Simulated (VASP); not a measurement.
# CsSnI3 in VASP: a series of runs

Runs on CsSnI3. Level: PBEsol. Tasks: single point, relaxation of cell and atoms.

Everything below comes from runs of VASP 6.6.1. Logs are shortened: lines on timing, memory, paths and dates and some standing lists are left out, and cuts for length are marked.

## (1) The cell of the first run

It takes space group Pm-3m (No. 221, cubic). Conventional cell: a = 6.134 Å, b = 6.134 Å, c = 6.134 Å, α = 90.00°, β = 90.00°, γ = 90.00°. Within 5.7 Å of Cs (site symmetry m-3m) lie 12 I at 4.34 Å and 8 Sn at 5.31 Å. Within 4.0 Å of Sn (site symmetry m-3m) lie 6 I at 3.07 Å. Within 4.0 Å of I (site symmetry 4/mmm) lie 2 Sn at 3.07 Å.

## (2) Single point, PBEsol

Input file INCAR:

```
PREC = Accurate
ENCUT = 520
EDIFF = 1E-6
ISMEAR = 0
SIGMA = 0.01
LREAL = False
LASPH = True
NELM = 100
ALGO = Normal
ISIF = 2
LWAVE = False
LCHARG = True
GGA = PS
LELF = True
LVHAR = True
NBANDS = 30
```

Input file KPOINTS:

```
Automatic mesh
0
Gamma
  6 6 6
```

Input file POSCAR:

```
CsSnI3
1.0
    6.1340713972      0.0000000000      0.0000000000
    0.0000000000      6.1340713972      0.0000000000
    0.0000000000      0.0000000000      6.1340713972
Cs Sn I
1 1 3
Direct
    0.0000000000      0.0000000000      0.0000000000
    0.5000000000      0.5000000000      0.5000000000
    0.0000000000      0.5000000000      0.5000000000
    0.5000000000      0.0000000000      0.5000000000
    0.5000000000      0.5000000000      0.0000000000
```

Potentials or basis: VASP PAW PBE potentials, release 64 (Cs_sv, Sn_d, I).

Started as:

```
$ cat potpaw_PBE.64/Cs_sv/POTCAR potpaw_PBE.64/Sn_d/POTCAR potpaw_PBE.64/I/POTCAR > POTCAR
$ mpirun -np 1 vasp_std > vasp.out
```

OUTCAR:

```text
PREC = Accurate
   ENCUT = 520
   EDIFF = 1E-6
   ISMEAR = 0
   LREAL = False
   LASPH = True
   NELM = 100
   ISIF = 2
   GGA = PS

 ion  position               nearest neighbor table
   1  0.000  0.000  0.000-
   2  0.500  0.500  0.500-   3 3.07   4 3.07   5 3.07   5 3.07   4 3.07   3 3.07
   3  0.000  0.500  0.500-   2 3.07   2 3.07
   4  0.500  0.000  0.500-   2 3.07   2 3.07
   5  0.500  0.500  0.000-   2 3.07   2 3.07

  LATTYP: Found a simple cubic cell.
 ALAT       =     6.1340713972

  Lattice vectors:

 A1 = (   6.1340713972,   0.0000000000,   0.0000000000)
 A2 = (   0.0000000000,   6.1340713972,   0.0000000000)
 A3 = (   0.0000000000,   0.0000000000,   6.1340713972)

Analysis of symmetry for initial positions (statically):
=====================================================================
 Subroutine PRICEL returns:
 Original cell was already a primitive cell.

 Routine SETGRP: Setting up the symmetry group for a
 simple cubic supercell.

 Subroutine GETGRP returns: Found 48 space group operations
 (whereof 48 operations were pure point group operations)
 out of a pool of 48 trial point group operations.

The static configuration has the point symmetry O_h .

Analysis of symmetry for dynamics (positions and initial velocities):
=====================================================================
 Subroutine PRICEL returns:
 Original cell was already a primitive cell.

 Routine SETGRP: Setting up the symmetry group for a
 simple cubic supercell.

 Subroutine GETGRP returns: Found 48 space group operations
 (whereof 48 operations were pure point group operations)
 out of a pool of 48 trial point group operations.

The dynamic configuration has the point symmetry O_h .

 Subroutine INISYM returns: Found 48 space group operations
 (whereof 48 operations are pure point group operations),
 and found     1 'primitive' translations

----------------------------------------------------------------------------------------

                                     Primitive cell

  volume of cell :     230.8057

  direct lattice vectors                    reciprocal lattice vectors
     6.134071397  0.000000000  0.000000000     0.163023861  0.000000000  0.000000000
     0.000000000  6.134071397  0.000000000     0.000000000  0.163023861  0.000000000
[... 84 lines left out ...]
   ENCUT  =  520.0 eV  38.22 Ry    6.18 a.u.  11.41 11.41 11.41*2*pi/ulx,y,z
   NELM   =    100;   NELMIN=  2; NELMDL= -5     # of ELM steps
   EDIFF  = 0.1E-05   stopping-criterion for ELM
   LREAL  =      F    real-space projection
   EDIFFG = 0.1E-04   stopping-criterion for IOM
   NSW    =      0    number of steps for IOM
   IBRION =     -1    ionic relax: 0-MD 1-quasi-New 2-CG
   NFREE  =      0    steps in history (QN), initial steepest desc. (CG)
   ISIF   =      2    stress and relaxation
   ISYM   =      2    0-nonsym 1-usesym 2-fastsym
   POTIM  = 0.5000    time-step for ionic-motion
   TEBEG  =    0.0;   TEEND  =   0.0 temperature during run
   PSTRESS=    0.0 pullay stress
   NELECT =      44.0000    total number of electrons
   NUPDOWN=      -1.0000    fix difference up-down
   EMIN   =  10.00;   EMAX   =-10.00  energy-range for DOS
   EFERMI =   0.00;   METHOD = LEGACY
   ISMEAR =     0;   SIGMA  =   0.01  broadening in eV -4-tet -1-fermi 0-gaus
   EFERMI_NEDOS =   21; number of points for ismear=-14 and -15
   IALGO  =     38    algorithm
   IMIX   =      4    mixing-type and parameters
     AMIX     =   0.40;   BMIX     =  1.00
     AMIX_MAG =   1.60;   BMIX_MAG =  1.00
  volume/ion in A,a.u.               =      46.16       311.51
  Fermi-wavevector in a.u.,A,eV,Ry     =   0.942201  1.780502 12.078473  0.887743
  Thomas-Fermi vector in A             =   2.069787
   LORBIT       =      0    0 simple, 1 ext, 2 COOP (PROOUT), +10 PAW based schemes
   GGA     = PS    functional components
   LHFCALC =     F    Hartree Fock is set to
   AEXX    =    0.0000 exact exchange contribution
   IVDW    =     0    specifies the selected vdW correction
   LEPSILON=     F    determine dielectric tensor
   LRPA    =     F    only Hartree local field effects (RPA)
 non-spin polarized calculation
 Gauss-broadening in eV      SIGMA  =   0.01
  energy-cutoff  :      520.00
  volume of cell :      230.81
 maximum number of plane-waves:      6246
 NGX is ok and might be reduce to    48
   NGX = 23   NGY = 23   NGZ = 23

 number of electron      44.0000010 magnetization

 Free energy of the ion-electron system (eV)
  ---------------------------------------------------
  ext. energy  EPLUGINS =         0.00000000
  ---------------------------------------------------
  free energy    TOTEN  =       -15.07922401 eV

  energy without entropy =      -15.07922401  energy(sigma->0) =      -15.07922401

 E-fermi :   3.2692     XC(G=0):  -7.8373

 val. band max:        3.2264412492   @ k =   0.5000   0.5000   0.5000
 cond. band min:       3.3232838446   @ k =   0.5000   0.5000   0.5000
 fundamental gap:      0.0968425954
 Fermi energy:         3.2691795281

 k-point     1 :       0.0000    0.0000    0.0000
  band No.  band energies     occupation
      1     -19.2116      2.00000
      2     -18.9120      2.00000
      3     -18.9120      2.00000
      4     -18.8852      2.00000
      5     -18.8852      2.00000
      6     -18.8852      2.00000
[... 649 lines left out ...]
     29       6.9630      0.00000
     30       8.2370      0.00000

------------------------ aborting loop because EDIFF is reached ----------------------------------------

  FORCE on cell =-STRESS in cart. coord.  units (eV):
  Direction    XX          YY          ZZ          XY          YZ          ZX
  --------------------------------------------------------------------------------------
  -------------------------------------------------------------------------------------
  Total        0.0419658      0.0419658      0.0419658     -0.0000000     -0.0000000     -0.0000000
  in kB        0.2913125      0.2913125      0.2913125     -0.0000000     -0.0000000     -0.0000000
  external PRESSURE =       0.2913125 kB  Pullay stress =       0.0000000 kB

 VOLUME and BASIS-vectors are now :
 -----------------------------------------------------------------------------
  energy-cutoff  :      520.00
  volume of cell :      230.81
      direct lattice vectors                 reciprocal lattice vectors
     6.134071397  0.000000000  0.000000000     0.163023861  0.000000000  0.000000000
     0.000000000  6.134071397  0.000000000     0.000000000  0.163023861  0.000000000
     0.000000000  0.000000000  6.134071397     0.000000000  0.000000000  0.163023861

 POSITION                                       TOTAL-FORCE (eV/Angst)
 -----------------------------------------------------------------------------------
      0.00000      0.00000      0.00000         0.000000      0.000000      0.000000
      3.06704      3.06704      3.06704         0.000000      0.000000      0.000000
      0.00000      3.06704      3.06704         0.000000      0.000000      0.000000
      3.06704      0.00000      3.06704         0.000000      0.000000      0.000000
      3.06704      3.06704      0.00000         0.000000      0.000000      0.000000
 -----------------------------------------------------------------------------------
    total drift:                                0.000000     -0.000000     -0.000000

  FREE ENERGIE OF THE ION-ELECTRON SYSTEM (eV)
  ---------------------------------------------------
  free  energy   TOTEN  =       -15.0792240134 eV

  energy  without entropy=      -15.0792240134  energy(sigma->0) =      -15.07922401
```

OSZICAR:

```text
N       E                     dE             d eps       ncg     rms          rms(c)
DAV:   1     0.345486946936E+03    0.34549E+03   -0.17998E+04  1200   0.134E+03
DAV:   2     0.294634300557E+02   -0.31602E+03   -0.30120E+03  1388   0.283E+02
DAV:   3    -0.134471710913E+02   -0.42911E+02   -0.42318E+02  1448   0.115E+02
DAV:   4    -0.152368746970E+02   -0.17897E+01   -0.17854E+01  1514   0.268E+01
DAV:   5    -0.152935918964E+02   -0.56717E-01   -0.56710E-01  1778   0.463E+00    0.472E+00
DAV:   6    -0.150957963176E+02    0.19780E+00   -0.31594E-01  1572   0.322E+00    0.301E+00
DAV:   7    -0.150784463173E+02    0.17350E-01   -0.24188E-01  1584   0.212E+00    0.851E-01
DAV:   8    -0.150789444343E+02   -0.49812E-03   -0.38133E-02  1408   0.128E+00    0.295E-01
DAV:   9    -0.150790840041E+02   -0.13957E-03   -0.30346E-03  1522   0.433E-01    0.816E-02
DAV:  10    -0.150791855421E+02   -0.10154E-03   -0.44534E-04  1506   0.135E-01    0.294E-02
DAV:  11    -0.150792348001E+02   -0.49258E-04   -0.30591E-04  1492   0.115E-01    0.430E-02
DAV:  12    -0.150792267288E+02    0.80713E-05   -0.32192E-05  1528   0.301E-02    0.276E-02
DAV:  13    -0.150792250279E+02    0.17009E-05   -0.39962E-06  1390   0.112E-02    0.949E-03
DAV:  14    -0.150792238972E+02    0.11307E-05   -0.42944E-06  1476   0.154E-02    0.232E-03
DAV:  15    -0.150792240134E+02   -0.11621E-06   -0.40145E-07   816   0.277E-03
   1 F= -.15079224E+02 E0= -.15079224E+02  d E =-.305029E-12
```

It took 58 s on 1 thread of Intel Xeon 6975P-C (Granite Rapids), shared host; peak memory 0.4 GiB.

What came out:

```yaml
Free_energy: -15.0792 eV
Pressure: 0.0 GPa
Band_gap_on_the_k_mesh: 0.10 eV
```

Caveat: semilocal functionals underestimate gaps, and a narrow one can read as zero; the PAW data sets were made with another functional, which shifts forces and pressure a little; spin-orbit coupling is left out, which moves the levels of the heavy elements. A k mesh can miss the band edges.

## (3) Single point, PBEsol

Input file INCAR:

```
SYSTEM = CsSnI3
ALGO = Normal
EDIFF = 1E-7
ENCUT = 520
GGA = PS
ISIF = 2
ISMEAR = 0
LASPH = .TRUE.
LCHARG = .FALSE.
LREAL = .FALSE.
LWAVE = .FALSE.
NBANDS = 30
NELM = 60
PREC = Accurate
SIGMA = 0.01
```

Input file KPOINTS:

```
k-points
0
G
  6 6 6
  0 0 0
```

POSCAR is that of step 2.

Potentials or basis: VASP PAW PBE potentials, release 64 (Cs_sv, Sn_d, I).

Started as:

```
$ cat potpaw_PBE.64/Cs_sv/POTCAR potpaw_PBE.64/Sn_d/POTCAR potpaw_PBE.64/I/POTCAR > POTCAR
$ mpirun -np 1 vasp_std > vasp.out
```

Wall time 59 s (1 thread of Intel Xeon 6975P-C (Granite Rapids), shared host); peak memory 0.4 GiB.

The run converged. Its results:

* Free energy: -15.0792 eV
* Pressure: 0.0 GPa
* Band gap on the k mesh: 0.10 eV

Levels at points of the mesh, in eV from the valence-band top:
| k point | band 18 | band 19 | band 20 | band 21 | band 22 | band 23 | band 24 | band 25 | band 26 | band 27 |
| --- | --- | --- | --- | --- | --- | --- | --- | --- | --- | --- |
| (0.00, 0.00, 0.00) | -2.59 | -2.59 | -2.40 | -2.40 | -2.40 | 1.88 | 2.77 | 2.77 | 3.10 | 3.10 |
| (0.50, 0.00, 0.00) | -2.85 | -2.77 | -2.55 | -2.55 | -1.70 | 0.91 | 3.52 | 3.62 | 3.92 | 3.97 |
| (0.50, 0.50, 0.00) | -2.93 | -2.93 | -2.76 | -1.95 | -0.85 | 0.58 | 0.58 | 3.90 | 3.96 | 4.14 |
| (0.50, 0.50, 0.50) | -2.75 | -1.93 | -1.93 | -1.93 | 0.00 | 0.10 | 0.10 | 0.10 | 2.68 | 3.74 |

Caveat: semilocal functionals underestimate gaps, and a narrow one can read as zero; the PAW data sets were made with another functional, which shifts forces and pressure a little; spin-orbit coupling is left out, which moves the levels of the heavy elements. A k mesh can miss the band edges.

## (4) Relaxation of cell and atoms, PBEsol

This run uses another cell than the first one, of 47.80 Å³/atom.

Input file INCAR:

```
PREC = Accurate
ENCUT = 600
EDIFF = 1E-6
ISMEAR = 0
SIGMA = 0.01
LREAL = F
LASPH = T
NELM = 80
ALGO = Normal
ISIF = 3
LWAVE = F
LCHARG = F
GGA = PS
IBRION = 2
NSW = 100
EDIFFG = -0.005
```

Input file KPOINTS:

```
regular mesh
0
Gamma
  6 6 6
```

Edit POSCAR of step 3 so:

```diff
@@ -2,5 +2,5 @@
 1.0
-    6.1340713972      0.0000000000      0.0000000000
-    0.0000000000      6.1340713972      0.0000000000
-    0.0000000000      0.0000000000      6.1340713972
+    6.2057000000      0.0000000000      0.0000000000
+    0.0000000000      6.2057000000      0.0000000000
+    0.0000000000      0.0000000000      6.2057000000
 Cs Sn I
```

Started as:

```
$ cat potpaw_PBE.64/Cs_sv/POTCAR potpaw_PBE.64/Sn_d/POTCAR potpaw_PBE.64/I/POTCAR > POTCAR
$ mpirun -np 1 vasp_std > vasp.out
```

Run time: 2.3 min. Hardware: 1 thread of Intel Xeon 6975P-C (Granite Rapids), shared host; peak memory 0.47 GiB.

Results (log left out):

| Property | Result |
| --- | --- |
| Free energy | -15.0801 eV |
| Relaxed volume | 46.25 Å³/atom |
| Relaxed cell | a = 6.138 Å, b = 6.138 Å, c = 6.138 Å, α = 90.00°, β = 90.00°, γ = 90.00° |
| Space group after relaxing (to 0.1 Å) | Pm-3m (No. 221) |
| Energy gained by relaxing | 2.7 meV/atom |
| Ionic steps | 3 |
| Pressure after relaxing | 0.0 GPa |
| Band gap on the k mesh | 0.11 eV |

Step by step:
| step | energy change (eV) | largest force (eV/Å) | pressure (GPa) | volume (Å³) |
| --- | --- | --- | --- | --- |
| 1 | 0.0000 | 0.0000 | -0.57 | 238.99 |
| 2 | -0.0129 | 0.0000 | -0.14 | 233.17 |
| 3 | -0.0137 | 0.0000 | 0.00 | 231.24 |

Final structure:
```
Cs Sn I
1.0
     6.13792    0.00000    0.00000
     0.00000    6.13792    0.00000
     0.00000    0.00000    6.13792
Cs Sn I
1 1 3
Direct
  0.00000 0.00000 0.00000
  0.50000 0.50000 0.50000
  0.00000 0.50000 0.50000
  0.50000 0.00000 0.50000
  0.50000 0.50000 0.00000
```

Levels at points of the mesh, in eV from the valence-band top:
```tsv
k point	band 19	band 20	band 21	band 22	band 23	band 24	band 25	band 26
(0.00, 0.00, 0.00)	-2.57	-2.39	-2.39	-2.39	1.89	2.79	2.79	3.11
(0.50, 0.00, 0.00)	-2.76	-2.53	-2.53	-1.70	0.92	3.52	3.63	3.93
(0.50, 0.50, 0.00)	-2.92	-2.75	-1.94	-0.84	0.59	0.59	3.90	3.97
(0.50, 0.50, 0.50)	-1.92	-1.92	-1.92	0.00	0.11	0.11	0.11	2.69
```

Caveat: semilocal functionals underestimate gaps, and a narrow one can read as zero; the PAW data sets were made with another functional, which shifts forces and pressure a little; spin-orbit coupling is left out, which moves the levels of the heavy elements. A k mesh can miss the band edges.

## (5) Single point, PBEsol (biaxial strain in the a-b plane: -2.0 %, then relaxed in part)

Input file INCAR:

```
SYSTEM = CsSnI3
PREC = Accurate
ENCUT = 520
EDIFF = 1E-6
ISMEAR = 0
SIGMA = 0.01
LREAL = .FALSE.
LASPH = .TRUE.
NELM = 60
ALGO = Normal
ISIF = 2
LWAVE = .FALSE.
LCHARG = .FALSE.
GGA = PS
NBANDS = 30
```

Input file KPOINTS:

```
Automatic mesh
0
G
  6 6 6
  0 0 0
```

Edit POSCAR of step 4 so:

```diff
@@ -2,5 +2,5 @@
 1.0
-    6.2057000000      0.0000000000      0.0000000000
-    0.0000000000      6.2057000000      0.0000000000
-    0.0000000000      0.0000000000      6.2057000000
+    6.0113899559      0.0000000000      0.0000000000
+    0.0000000000      6.0113899559      0.0000000000
+    0.0000000000      0.0000000000      6.1634353168
 Cs Sn I
```

Started as:

```
$ cat potpaw_PBE.64/Cs_sv/POTCAR potpaw_PBE.64/Sn_d/POTCAR potpaw_PBE.64/I/POTCAR > POTCAR
$ mpirun -np 1 vasp_std > vasp.out
```

Run time: 2.4 min. Hardware: 1 thread of Intel Xeon Platinum 8488C (Sapphire Rapids), shared host; peak memory 0.48 GiB.

The run converged. Its results:

```
Free energy            : -15.0483 eV
Pressure               : 0.7 GPa
Band gap on the k mesh : 0.17 eV (least direct gap 0.19 eV)
```

Stress tensor (GPa, compression positive):
```
1.10 0.00 0.00
0.00 1.10 0.00
0.00 0.00 0.01
```

Levels at points of the mesh, in eV from the valence-band top:
```tsv
k point	band 18	band 19	band 20	band 21	band 22	band 23	band 24	band 25	band 26	band 27
(0.00, 0.00, 0.00)	-2.64	-2.64	-2.45	-2.45	-2.43	1.88	2.66	2.73	3.00	3.00
(0.50, 0.00, 0.00)	-2.94	-2.86	-2.62	-2.59	-1.56	0.98	3.62	3.64	3.87	3.91
(0.50, 0.50, 0.00)	-3.01	-3.01	-2.79	-1.93	-0.59	0.63	0.63	3.74	3.98	4.17
(0.00, 0.00, 0.50)	-2.88	-2.85	-2.59	-2.59	-1.78	0.93	3.51	3.62	3.89	3.90
(0.50, 0.00, 0.50)	-3.03	-2.99	-2.80	-2.00	-0.77	0.56	0.71	3.96	4.16	4.21
(0.50, 0.50, 0.50)	-2.78	-1.97	-1.97	-1.92	0.00	0.19	0.19	0.21	2.65	3.68
```

Caveat: the cell differs from its parent crystal (biaxial strain in the a-b plane: -2.0 %, then relaxed in part); semilocal functionals underestimate gaps, and a narrow one can read as zero; the PAW data sets were made with another functional, which shifts forces and pressure a little; spin-orbit coupling is left out, which moves the levels of the heavy elements.

## (6) Summary

```csv
task,cell,cutoff (eV),gap on the mesh (eV),pressure (GPa)
single point,"a = 6.134 Å, 5 atoms",520,0.10,0.0
relaxation of cell and atoms,"relaxed from a = 6.206 Å, 5 atoms",600,0.11,0.0
single point,"a = 6.011, b = 6.011, c = 6.163 Å, 5 atoms",520,0.17,0.7
```

Alike in all rows: level PBEsol; potentials or basis VASP PAW PBE potentials, release 64 (Cs_sv, Sn_d, I); no spin polarisation; k mesh 6 × 6 × 6; smearing gaussian 0.01 eV.

Caveats: semilocal functionals underestimate gaps, and a narrow one can read as zero; the PAW data sets were made with another functional, which shifts forces and pressure a little; spin-orbit coupling is left out, which moves the levels of the heavy elements.

Total energies depend on the potentials used, so only differences within one code and one set of settings carry meaning.
